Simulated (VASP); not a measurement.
Crystal: Ti3Nb.

```xyz
4
Lattice="4.1334 0.0000 0.0000 0.0000 4.1334 0.0000 0.0000 0.0000 4.1334" Properties=species:S:1:pos:R:3 pbc="T T T"
Ti    0.0000    2.0667    2.0667
Ti    2.0667    0.0000    2.0667
Ti    2.0667    2.0667    0.0000
Nb    0.0000    0.0000    0.0000
```

Base run:

| Quantity | Value |
| --- | --- |
| Program | VASP 6.6.1 |
| Functional | PBEsol |
| Potentials or basis | VASP PAW PBE potentials, release 64 (Ti_sv, Nb_sv) |
| Cutoff | 500 eV |
| k mesh | 5 × 5 × 5 |
| Occupations | methfessel-paxton, width 0.1 eV |
| Spin | no spin polarisation |

Its results: pressure -5.3 GPa.

Problem. The run is repeated on the same cell with these changes: k mesh from 5 × 5 × 5 to 3 × 3 × 3. What comes out?

Solution. Pressure -5.9 GPa.

Caveats: some runs use coarse meshes; the PAW data sets were made with another functional, which shifts forces and pressure a little.
